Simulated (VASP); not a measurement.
Write the native input for VASP 6.6.1 that does the following.

| Item | Value |
| --- | --- |
| Task | single point |
| Functional | PBE |
| Dispersion | D3(BJ) |
| Potentials or basis | VASP PAW PBE potentials, release 64 (Sb) |
| Cutoff | 520 eV |
| k mesh | 4 × 4 × 4 |
| Occupations | fermi-dirac, width 0.05 eV |
| Spin | no spin polarisation |
| Dipole correction | no |
| Further INCAR settings | LREAL = Auto; ALGO = Normal; EDIFF = 1e-07; NBANDS = 54 |

The structure of Sb lies in POSCAR:

```
Sb
1.0
    4.3338661913      2.5021588122      7.4279301188
   -4.3338661913      2.5021588122      7.4279301188
    0.0000000000     -5.0043176244      7.4279301188
Sb
16
Direct
    0.1177393772      0.1177393772      0.1177393772
    0.3822606228      0.3822606228      0.3822606228
    0.1177393772      0.1177393772      0.6177393772
    0.3822606228      0.3822606228      0.8822606228
    0.1177393772      0.6177393772      0.1177393772
    0.3822606228      0.8822606228      0.3822606228
    0.1177393772      0.6177393772      0.6177393772
    0.3822606228      0.8822606228      0.8822606228
    0.6177393772      0.1177393772      0.1177393772
    0.8822606228      0.3822606228      0.3822606228
    0.6177393772      0.1177393772      0.6177393772
    0.8822606228      0.3822606228      0.8822606228
    0.6177393772      0.6177393772      0.1177393772
    0.8822606228      0.8822606228      0.3822606228
    0.6177393772      0.6177393772      0.6177393772
    0.8822606228      0.8822606228      0.8822606228
```

These files were run (other wordings do the same):

INCAR

```
SYSTEM = Sb
PREC     = Accurate       ! precision mode
ENCUT    = 520            ! plane-wave cutoff, eV
EDIFF    = 1E-7           ! SCF threshold, eV
ISMEAR   = -1             ! smearing method
SIGMA    = 0.05           ! smearing width, eV
LREAL    = Auto         
LASPH    = .True.         ! aspherical terms in the spheres
NELM     = 80             ! most SCF steps
ALGO     = Normal         ! electronic algorithm
ISIF     = 2              ! what is computed and relaxed
LWAVE    = .False.        ! write WAVECAR
LCHARG   = .True.         ! write CHGCAR
GGA      = PE             ! functional
IVDW     = 12             ! dispersion correction
LELF     = .True.         ! ELF
LVHAR    = .True.       
NBANDS   = 54             ! bands
```

KPOINTS

```
Automatic mesh
0
Gamma
  4 4 4
  0 0 0
```

Potentials or basis: VASP PAW PBE potentials, release 64 (Sb).

Command:

```bash
$ cat potpaw_PBE.64/Sb/POTCAR > POTCAR
$ mpirun -np 1 vasp_std > vasp.out
```

It gave:

| Quantity | Value |
| --- | --- |
| Pressure | -0.6 GPa |
| Largest force | 0.004 eV/Å |
| Band gap on the k mesh | zero (bands 40 and 41 overlap by 0.26 eV) |
| Dispersion energy per atom | -0.473 eV |

Caveat: spin-orbit coupling is left out, which moves the levels of the heavy elements.

Run time: 11 min on 1 thread of AMD EPYC 9R45 96-Core Processor (Zen 5), on a shared host, peak memory 0.72 GiB.
